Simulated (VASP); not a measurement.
# Si (Fm-3m) in VASP: notebook

Si is run at these levels: PBE; tasks: single point.

All numbers are computed with VASP 6.6.1; they aren't measurements. Logs are shortened: lines on timing, memory, paths and dates and some standing lists are left out, and cuts for length are marked.

### 1 The cell of the first run

It takes space group Fm-3m (No. 225, cubic). Conventional cell: a = 3.248 Å, b = 3.248 Å, c = 3.248 Å, α = 90.00°, β = 90.00°, γ = 90.00°. Si (site symmetry m-3m) has 12 Si at 2.30 Å within 3.0 Å.

### 2 Single point, PBE

INCAR

```
ALGO = Normal
EDIFF = 1E-6
ENCUT = 500
GGA = PE
GGA_COMPAT = False
ISIF = 2
ISMEAR = -1
LASPH = True
LCHARG = True
LELF = True
LREAL = False
LVHAR = True
LWAVE = False
NBANDS = 8
NELM = 120
PREC = Accurate
SIGMA = 0.1
```

KPOINTS

```
k-points
0
Gamma
  15 15 15
```

POSCAR

```
Si
1.0
    0.0000000000      1.6242233398      1.6242233398
    1.6242233398      0.0000000000      1.6242233398
    1.6242233398      1.6242233398      0.0000000000
Si
1
Direct
    0.0000000000      0.0000000000      0.0000000000
```

Potentials or basis: VASP PAW PBE potentials, release 64 (Si).

Started as:

```sh
$ cat potpaw_PBE.64/Si/POTCAR > POTCAR
$ mpirun -np 1 vasp_std > vasp.out
```

OUTCAR:

```text
EDIFF = 1E-6
   ENCUT = 500
   GGA = PE
   ISIF = 2
   ISMEAR = -1
   LASPH = True
   LREAL = False
   NELM = 120
   PREC = Accurate

 ion  position               nearest neighbor table
   1  0.000  0.000  0.000-

  LATTYP: Found a face centered cubic cell.
 ALAT       =     3.2484466796

  Lattice vectors:

 A1 = (   0.0000000000,   1.6242233398,   1.6242233398)
 A2 = (   1.6242233398,   0.0000000000,   1.6242233398)
 A3 = (   1.6242233398,   1.6242233398,   0.0000000000)

Analysis of symmetry for initial positions (statically):
=====================================================================
 Subroutine PRICEL returns:
 Original cell was already a primitive cell.

 Routine SETGRP: Setting up the symmetry group for a
 face centered cubic supercell.

 Subroutine GETGRP returns: Found 48 space group operations
 (whereof 48 operations were pure point group operations)
 out of a pool of 48 trial point group operations.

The static configuration has the point symmetry O_h .

Analysis of symmetry for dynamics (positions and initial velocities):
=====================================================================
 Subroutine PRICEL returns:
 Original cell was already a primitive cell.

 Routine SETGRP: Setting up the symmetry group for a
 face centered cubic supercell.

 Subroutine GETGRP returns: Found 48 space group operations
 (whereof 48 operations were pure point group operations)
 out of a pool of 48 trial point group operations.

The dynamic configuration has the point symmetry O_h .

 Subroutine INISYM returns: Found 48 space group operations
 (whereof 48 operations are pure point group operations),
 and found     1 'primitive' translations

----------------------------------------------------------------------------------------

                                     Primitive cell

  volume of cell :       8.5697

  direct lattice vectors                    reciprocal lattice vectors
     0.000000000  1.624223340  1.624223340    -0.307839438  0.307839438  0.307839438
     1.624223340  0.000000000  1.624223340     0.307839438 -0.307839438  0.307839438
     1.624223340  1.624223340  0.000000000     0.307839438  0.307839438 -0.307839438

  length of vectors
     2.296998675  2.296998675  2.296998675     0.533193547  0.533193547  0.533193547

  position of ions in fractional coordinates (direct lattice)
     0.000000000  0.000000000  0.000000000

  ion indices of the primitive-cell ions
   primitive index   ion index
                 1           1
[... 74 lines left out ...]
   EDIFFG = 0.1E-04   stopping-criterion for IOM
   NSW    =      0    number of steps for IOM
   IBRION =     -1    ionic relax: 0-MD 1-quasi-New 2-CG
   NFREE  =      0    steps in history (QN), initial steepest desc. (CG)
   ISIF   =      2    stress and relaxation
   ISYM   =      2    0-nonsym 1-usesym 2-fastsym
   POTIM  = 0.5000    time-step for ionic-motion
   TEBEG  =    0.0;   TEEND  =   0.0 temperature during run
   PSTRESS=    0.0 pullay stress
   NELECT =       4.0000    total number of electrons
   NUPDOWN=      -1.0000    fix difference up-down
   EMIN   =  10.00;   EMAX   =-10.00  energy-range for DOS
   EFERMI =   0.00;   METHOD = LEGACY
   ISMEAR =    -1;   SIGMA  =   0.10  broadening in eV -4-tet -1-fermi 0-gaus
   EFERMI_NEDOS =   21; number of points for ismear=-14 and -15
   IALGO  =     38    algorithm
   IMIX   =      4    mixing-type and parameters
     AMIX     =   0.40;   BMIX     =  1.00
     AMIX_MAG =   1.60;   BMIX_MAG =  1.00
  volume/ion in A,a.u.               =       8.57        57.83
  Fermi-wavevector in a.u.,A,eV,Ry     =   1.269908  2.399779 21.941673  1.612667
  Thomas-Fermi vector in A             =   2.402924
   LORBIT       =      0    0 simple, 1 ext, 2 COOP (PROOUT), +10 PAW based schemes
   GGA     = PE    functional components
   LHFCALC =     F    Hartree Fock is set to
   AEXX    =    0.0000 exact exchange contribution
   IVDW    =     0    specifies the selected vdW correction
   LEPSILON=     F    determine dielectric tensor
   LRPA    =     F    only Hartree local field effects (RPA)
 non-spin polarized calculation
  energy-cutoff  :      500.00
  volume of cell :        8.57
 maximum number of plane-waves:       229
 NGX is ok and might be reduce to    18
   NGX =  9   NGY =  9   NGZ =  9

 number of electron       4.0000000 magnetization

 Free energy of the ion-electron system (eV)
  ---------------------------------------------------
  ext. energy  EPLUGINS =         0.00000000
  ---------------------------------------------------
  free energy    TOTEN  =        -3.33697057 eV

  energy without entropy =       -3.32555238  energy(sigma->0) =       -3.33126148

 E-fermi :  18.6520     XC(G=0): -13.4472

 val. band max:       18.6272526461   @ k =  -0.4000   0.2667   0.0000
 cond. band min:      18.6946703230   @ k =  -0.4667   0.3333   0.0667
 fundamental gap:      0.0674176769
 Fermi energy:        18.6519812474

 k-point     1 :       0.0000    0.0000    0.0000
  band No.  band energies     occupation
      1      -1.5187      2.00000
      2      32.8817      0.00000
      3      32.8817      0.00000
      4      32.8817      0.00000
      5      37.7390      0.00000
      6      37.7390      0.00000
      7      37.7390      0.00000
      8      39.5391      0.00000
[... 243 lines left out ...]
 k-point    24 :       0.2000    0.1333    0.0000
  band No.  band energies     occupation
      1       0.1152      2.00000
      2      25.7372      0.00000
      3      28.7441      0.00000
      4      30.0213      0.00000
      5      33.4461      0.00000
      6      36.3360      0.00000
      7      43.0118      0.00000
      8      43.4203      0.00000

 [... further k-points ...]

------------------------ aborting loop because EDIFF is reached ----------------------------------------

  FORCE on cell =-STRESS in cart. coord.  units (eV):
  Direction    XX          YY          ZZ          XY          YZ          ZX
  --------------------------------------------------------------------------------------
  -------------------------------------------------------------------------------------
  Total        7.2935040      7.2935040      7.2935040     -0.0000000      0.0000000     -0.0000000
  in kB     1363.5766972   1363.5766972   1363.5766972     -0.0000000      0.0000000     -0.0000000
  external PRESSURE =    1363.5766972 kB  Pullay stress =       0.0000000 kB

 VOLUME and BASIS-vectors are now :
 -----------------------------------------------------------------------------
  energy-cutoff  :      500.00
  volume of cell :        8.57
      direct lattice vectors                 reciprocal lattice vectors
     0.000000000  1.624223340  1.624223340    -0.307839438  0.307839438  0.307839438
     1.624223340  0.000000000  1.624223340     0.307839438 -0.307839438  0.307839438
     1.624223340  1.624223340  0.000000000     0.307839438  0.307839438 -0.307839438

 POSITION                                       TOTAL-FORCE (eV/Angst)
 -----------------------------------------------------------------------------------
      0.00000      0.00000      0.00000         0.000000      0.000000     -0.000000
 -----------------------------------------------------------------------------------
    total drift:                                0.000000      0.000000     -0.000000

  FREE ENERGIE OF THE ION-ELECTRON SYSTEM (eV)
  ---------------------------------------------------
  free  energy   TOTEN  =        -3.3369705693 eV

  energy  without entropy=       -3.3255523834  energy(sigma->0) =       -3.33126148
```

stdout:

```text
POSCAR found type information on POSCAR Si
 POSCAR found :  1 types and       1 ions
 scaLAPACK will be used
 LDA part: xc-table for (Slater+PW92), standard interpolation
 POSCAR, INCAR and KPOINTS ok, starting setup
 FFT: planning ... GRIDC
 FFT: planning ... GRID_SOFT
 FFT: planning ... GRID
 WAVECAR not read
 entering main loop
```

Run time: 4.1 s. Hardware: 1 thread of Intel Xeon 6975P-C (Granite Rapids), shared host; peak memory 0.11 GiB.

What came out:

```yaml
Free_energy: -3.3370 eV
Pressure: 136.4 GPa
Band_gap_on_the_k_mesh: zero (band 2 reaches 32.88 eV, above the bottom of band 3 at 15.28 eV)
```

(Part 1 of 2 ends here.)
